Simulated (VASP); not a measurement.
# Sn3O4 in VASP: single point with LDA

Aim: the single point of Sn3O4 with LDA.

Program: VASP 6.6.1. These are calculated values, not measurements. Logs are shortened: lines on timing, memory, paths and dates and some standing lists are left out, and cuts for length are marked.

## (1) The cell of the first run

The typed cell holds 14 atoms: a = 7.024 Å, b = 5.721 Å, c = 5.979 Å, α = 90.00°, β = 90.00°, γ = 90.00°.

## (2) Single point, LDA

Contents of INCAR:

```
ALGO = Normal
EDIFF = 1E-6
ENCUT = 600
GGA = CA
GGA_COMPAT = F
ISIF = 2
ISMEAR = 0
KPAR = 4
LASPH = T
LCHARG = T
LREAL = F
LVHAR = T
LWAVE = F
NBANDS = 79
NELM = 120
PREC = Accurate
SIGMA = 0.1
```

Contents of KPOINTS:

```
k-points
0
Gamma
  6 6 6
```

Contents of POSCAR:

```
Sn3O4
1.0
    7.0244021001      0.0000000000      0.0072719921
    0.0000000000      5.7205093347      0.0000000000
   -0.0060809117      0.0000000000      5.9787281471
Sn O
6 8
Direct
    0.7990643052      0.5000000488      0.2499899060
    0.2009356948      0.5000000488      0.2500100940
    0.2009356948      0.4999999512      0.7500100940
    0.7990643052      0.4999999512      0.7499899060
    0.5000000000      0.0000000000      0.0000000000
    0.5000000000      0.0000000000      0.5000000000
    0.7186794351      0.2733109244      0.9999923518
    0.2813205649      0.2733109244      0.5000076482
    0.2813205649      0.7266890756      0.0000076482
    0.7186794351      0.7266890756      0.4999923518
    0.2811382820      0.2731621528      0.0000076884
    0.7188617180      0.2731621528      0.4999923116
    0.7188617180      0.7268378472      0.9999923116
    0.2811382820      0.7268378472      0.5000076884
```

Potentials or basis: VASP PAW LDA potentials, release 64 (Sn_d, O).

Run with:

```sh
> cat potpaw_LDA.64/Sn_d/POTCAR potpaw_LDA.64/O/POTCAR > POTCAR
> mpirun -np 4 vasp_std > vasp.out
```

OUTCAR:

```text
EDIFF = 1E-6
   ENCUT = 600
   GGA = CA
   ISIF = 2
   ISMEAR = 0
   LASPH = T
   LREAL = F
   NELM = 120
   PREC = Accurate

 ion  position               nearest neighbor table
   1  0.799  0.500  0.250-   7 2.06  10 2.06  13 2.06  12 2.06   2 2.82   4 2.99   4 2.99
   2  0.201  0.500  0.250-   8 2.06   9 2.06  14 2.06  11 2.06   1 2.82   3 2.99   3 2.99
   3  0.201  0.500  0.750-   9 2.06   8 2.06  11 2.06  14 2.06   4 2.82   2 2.99   2 2.99
   4  0.799  0.500  0.750-  10 2.06   7 2.06  12 2.06  13 2.06   3 2.82   1 2.99   1 2.99
   5  0.500  0.000  0.000-   7 2.19   9 2.19  11 2.19  13 2.19   6 2.99   6 2.99
   6  0.500  0.000  0.500-   8 2.19  10 2.19  12 2.19  14 2.19   5 2.99   5 2.99
   7  0.719  0.273  1.000-   1 2.06   4 2.06   5 2.19
   8  0.281  0.273  0.500-   2 2.06   3 2.06   6 2.19
   9  0.281  0.727  0.000-   3 2.06   2 2.06   5 2.19
  10  0.719  0.727  0.500-   4 2.06   1 2.06   6 2.19
  11  0.281  0.273  0.000-   3 2.06   2 2.06   5 2.19
  12  0.719  0.273  0.500-   4 2.06   1 2.06   6 2.19
  13  0.719  0.727  1.000-   1 2.06   4 2.06   5 2.19
  14  0.281  0.727  0.500-   2 2.06   3 2.06   6 2.19

  LATTYP: Found a simple monoclinic cell.
 ALAT       =     5.9787312395
 B/A-ratio  =     0.9568099159
 C/A-ratio  =     1.1748990852
 COS(beta)  =    -0.0000181559

  Lattice vectors:

 A1 = (  -0.0060809117,   0.0000000000,   5.9787281471)
 A2 = (   0.0000000000,   5.7205093347,   0.0000000000)
 A3 = (  -7.0244021001,   0.0000000000,  -0.0072719921)

Analysis of symmetry for initial positions (statically):
=====================================================================
 Subroutine PRICEL returns:
 Original cell was already a primitive cell.

 Routine SETGRP: Setting up the symmetry group for a
 simple monoclinic supercell.

 Subroutine GETGRP returns: Found  4 space group operations
 (whereof  2 operations were pure point group operations)
 out of a pool of  4 trial point group operations.

The static configuration has the point symmetry S_2 .
 The point group associated with its full space group is C_2h.

Analysis of symmetry for dynamics (positions and initial velocities):
=====================================================================
 Subroutine PRICEL returns:
 Original cell was already a primitive cell.

 Routine SETGRP: Setting up the symmetry group for a
 simple monoclinic supercell.

 Subroutine GETGRP returns: Found  4 space group operations
 (whereof  2 operations were pure point group operations)
 out of a pool of  4 trial point group operations.

The dynamic configuration has the point symmetry S_2 .
 The point group associated with its full space group is C_2h.

 Subroutine INISYM returns: Found  4 space group operations
 (whereof  2 operations are pure point group operations),
 and found     1 'primitive' translations

----------------------------------------------------------------------------------------

                                     Primitive cell

  volume of cell :     240.2444

  direct lattice vectors                    reciprocal lattice vectors
     7.024402100  0.000000000  0.007271992     0.142360721  0.000000000  0.000144794
     0.000000000  5.720509335  0.000000000     0.000000000  0.174809609  0.000000000
    -0.006080912  0.000000000  5.978728147    -0.000173155  0.000000000  0.167259478

  length of vectors
     7.024405864  5.720509335  5.978731240     0.142360795  0.174809609  0.167259567

  position of ions in fractional coordinates (direct lattice)
     0.799064305  0.500000049  0.249989906
     0.200935695  0.500000049  0.250010094
     0.200935695  0.499999951  0.750010094
     0.799064305  0.499999951  0.749989906
     0.500000000  0.000000000  0.000000000
     0.500000000  0.000000000  0.500000000
     0.718679435  0.273310924  0.999992352
     0.281320565  0.273310924  0.500007648
     0.281320565  0.726689076  0.000007648
     0.718679435  0.726689076  0.499992352
     0.281138282  0.273162153  0.000007688
     0.718861718  0.273162153  0.499992312
     0.718861718  0.726837847  0.999992312
     0.281138282  0.726837847  0.500007688

  ion indices of the primitive-cell ions
   primitive index   ion index
                 1           1
                 2           2
                 3           3
                 4           4
                 5           5
                 6           6
                 7           7
                 8           8
                 9           9
                10          10
                11          11
                12          12
                13          13
                14          14

----------------------------------------------------------------------------------------

 KPOINTS: k-points

Automatic generation of k-mesh.
 Grid dimensions read from file:
 generate k-points for:    6    6    6

 Generating k-lattice:

  Cartesian coordinates                     Fractional coordinates (reciprocal lattice)
     0.023726787  0.000000000  0.000024132     0.166666667  0.000000000  0.000000000
     0.000000000  0.029134935  0.000000000     0.000000000  0.166666667  0.000000000
    -0.000028859  0.000000000  0.027876580    -0.000000000  0.000000000  0.166666667

  Length of vectors
     0.023726799  0.029134935  0.027876595

  Shift w.r.t. Gamma in fractional coordinates (k-lattice)
     0.000000000  0.000000000  0.000000000

 Subroutine IBZKPT returns following result:
 ===========================================

 Found     80 irreducible k-points:

 Following reciprocal coordinates:
            Coordinates               Weight
  0.000000  0.000000  0.000000      1.000000
  0.166667  0.000000  0.000000      2.000000
  0.333333  0.000000 -0.000000      2.000000
  0.500000  0.000000 -0.000000      1.000000
  0.000000  0.166667  0.000000      2.000000
  0.166667  0.166667  0.000000      4.000000
[... 16 lines left out ...]
  0.000000  0.166667  0.166667      4.000000
  0.166667  0.166667  0.166667      4.000000
 [... further k-points ...]
   k-points           NKPTS =     80   k-points in BZ     NKDIM =     80   number of bands    NBANDS=     79
   number of dos      NEDOS =    301   number of ions     NIONS =     14
   total plane-waves  NPLWV = 129024
   dimension x,y,z NGX =    56 NGY =   48 NGZ =   48
   dimension x,y,z NGXF=   112 NGYF=   96 NGZF=   96
   ions per type =               6   8
   NGX,Y,Z   is equivalent  to a cutoff of  13.25, 13.95, 13.35 a.u.
   NGXF,Y,Z  is equivalent  to a cutoff of  26.51, 27.90, 26.69 a.u.
 SYSTEM =  unknown system
   PREC   = accura    normal or accurate (medium, high low for compatibility)
   ISTART =      0    job   : 0-new  1-cont  2-samecut
   ICHARG =      2    charge: 1-file 2-atom 10-const
   ISPIN  =      1    spin polarized calculation?
   LNONCOLLINEAR =      F non collinear calculations
   LSORBIT =      F    spin-orbit coupling
   LASPH  =      T    aspherical Exc in radial PAW
   ENCUT  =  600.0 eV  44.10 Ry    6.64 a.u.  14.03 11.43 11.94*2*pi/ulx,y,z
   NELM   =    120;   NELMIN=  2; NELMDL= -5     # of ELM steps
   EDIFF  = 0.1E-05   stopping-criterion for ELM
   LREAL  =      F    real-space projection
   EDIFFG = 0.1E-04   stopping-criterion for IOM
   NSW    =      0    number of steps for IOM
   IBRION =     -1    ionic relax: 0-MD 1-quasi-New 2-CG
   NFREE  =      0    steps in history (QN), initial steepest desc. (CG)
   ISIF   =      2    stress and relaxation
   ISYM   =      2    0-nonsym 1-usesym 2-fastsym
   POTIM  = 0.5000    time-step for ionic-motion
   TEBEG  =    0.0;   TEEND  =   0.0 temperature during run
   PSTRESS=    0.0 pullay stress
   NELECT =     132.0000    total number of electrons
   NUPDOWN=      -1.0000    fix difference up-down
   EMIN   =  10.00;   EMAX   =-10.00  energy-range for DOS
   EFERMI =   0.00;   METHOD = LEGACY
   ISMEAR =     0;   SIGMA  =   0.10  broadening in eV -4-tet -1-fermi 0-gaus
   EFERMI_NEDOS =   21; number of points for ismear=-14 and -15
   IALGO  =     38    algorithm
   IMIX   =      4    mixing-type and parameters
     AMIX     =   0.40;   BMIX     =  1.00
     AMIX_MAG =   1.60;   BMIX_MAG =  1.00
  volume/ion in A,a.u.               =      17.16       115.80
  Fermi-wavevector in a.u.,A,eV,Ry     =   1.340855  2.533848 24.461794  1.797891
  Thomas-Fermi vector in A             =   2.469134
   LORBIT       =      0    0 simple, 1 ext, 2 COOP (PROOUT), +10 PAW based schemes
   GGA     = CA    functional components
   LHFCALC =     F    Hartree Fock is set to
   AEXX    =    0.0000 exact exchange contribution
   IVDW    =     0    specifies the selected vdW correction
   LEPSILON=     F    determine dielectric tensor
   LRPA    =     F    only Hartree local field effects (RPA)
 non-spin polarized calculation
 Gauss-broadening in eV      SIGMA  =   0.10
  energy-cutoff  :      600.00
  volume of cell :      240.24
 maximum number of plane-waves:      8064
   NGX = 29   NGY = 23   NGZ = 23

 number of electron     132.0000008 magnetization

 Free energy of the ion-electron system (eV)
  ---------------------------------------------------
  ext. energy  EPLUGINS =         0.00000000
  ---------------------------------------------------
  free energy    TOTEN  =       -89.52560439 eV

  energy without entropy =      -89.52405713  energy(sigma->0) =      -89.52483076

 E-fermi :   5.1425     XC(G=0): -10.1204

 val. band max:        5.0821579139   @ k =   0.1667   0.0000   0.0000
 cond. band min:       5.1697708107   @ k =   0.0000   0.0000   0.1667
 fundamental gap:      0.0876128968
 Fermi energy:         5.1425397517

 k-point     1 :       0.0000    0.0000    0.0000
  band No.  band energies     occupation
      1     -17.1339      2.00000
      2     -17.1141      2.00000
      3     -17.0156      2.00000
      4     -16.8528      2.00000
      5     -16.6836      2.00000
      6     -16.5400      2.00000
[... 1933 lines left out ...]
     77      11.2910      0.00000
     78      11.6056      0.00000

 [... further k-points ...]

 [bands above 78 left out]

------------------------ aborting loop because EDIFF is reached ----------------------------------------

  FORCE on cell =-STRESS in cart. coord.  units (eV):
  Direction    XX          YY          ZZ          XY          YZ          ZX
  --------------------------------------------------------------------------------------
  -------------------------------------------------------------------------------------
  Total        0.1513591      0.7866083      0.9620622      0.0000000      0.0000000     -0.0014390
  in kB        1.0094057      5.2458486      6.4159415      0.0000000      0.0000000     -0.0095969
  external PRESSURE =       4.2237320 kB  Pullay stress =       0.0000000 kB

 VOLUME and BASIS-vectors are now :
 -----------------------------------------------------------------------------
  energy-cutoff  :      600.00
  volume of cell :      240.24
      direct lattice vectors                 reciprocal lattice vectors
     7.024402100  0.000000000  0.007271992     0.142360721  0.000000000  0.000144794
     0.000000000  5.720509335  0.000000000     0.000000000  0.174809609  0.000000000
    -0.006080912  0.000000000  5.978728147    -0.000173155  0.000000000  0.167259478

 POSITION                                       TOTAL-FORCE (eV/Angst)
 -----------------------------------------------------------------------------------
      5.61143      2.86025      1.50043         0.072199     -0.000001      0.000179
      1.40993      2.86025      1.49620        -0.072199     -0.000001     -0.000179
      1.40689      2.86025      4.48557        -0.072199      0.000001     -0.000179
      5.60839      2.86025      4.48980         0.072199      0.000001      0.000179
      3.51220      0.00000      0.00364        -0.000000      0.000000      0.000000
      3.50916      0.00000      2.99300        -0.000000      0.000000      0.000000
      5.04221      1.56348      5.98391        -0.024355     -0.057731     -0.000007
      1.97307      1.56348      2.99146         0.024355     -0.057731      0.000007
      1.97611      4.15703      0.00209         0.024355      0.057731      0.000007
      5.04525      4.15703      2.99454        -0.024355      0.057731     -0.000007
      1.97483      1.56263      0.00209         0.024987     -0.057222      0.000010
      5.04653      1.56263      2.99455        -0.024987     -0.057222     -0.000010
      5.04349      4.15788      5.98391        -0.024987      0.057222     -0.000010
      1.97179      4.15788      2.99145         0.024987      0.057222      0.000010
 -----------------------------------------------------------------------------------
    total drift:                                0.000000      0.000000      0.000000

  FREE ENERGIE OF THE ION-ELECTRON SYSTEM (eV)
  ---------------------------------------------------
  free  energy   TOTEN  =       -89.5256043867 eV

  energy  without entropy=      -89.5240571269  energy(sigma->0) =      -89.52483076
```

Wall time 11 min (4 MPI ranks of Oxide Virtual Turin-like, shared host); peak memory 1.2 GiB.

What came out:

```
Free energy            : -89.5256 eV
Pressure               : 0.4 GPa
Largest force          : 0.072 eV/Å
Band gap on the k mesh : zero (bands 66 and 67 overlap by 0.09 eV)
```

Forces in eV/Å, atoms in the order of the input:
```
Sn   0.072  0.000  0.000
Sn  -0.072  0.000  0.000
Sn  -0.072  0.000  0.000
Sn   0.072  0.000  0.000
Sn   0.000  0.000  0.000
Sn   0.000  0.000  0.000
O   -0.024 -0.058  0.000
O    0.024 -0.058  0.000
O    0.024  0.058  0.000
O   -0.024  0.058  0.000
O    0.025 -0.057  0.000
O   -0.025 -0.057  0.000
O   -0.025  0.057  0.000
O    0.025  0.057  0.000
```

Caveat: semilocal functionals underestimate gaps, and a narrow one can read as zero; spin-orbit coupling is left out, which moves the levels of the heavy elements.

The gap in the log of VASP goes by the Fermi energy; the results here count the filled bands.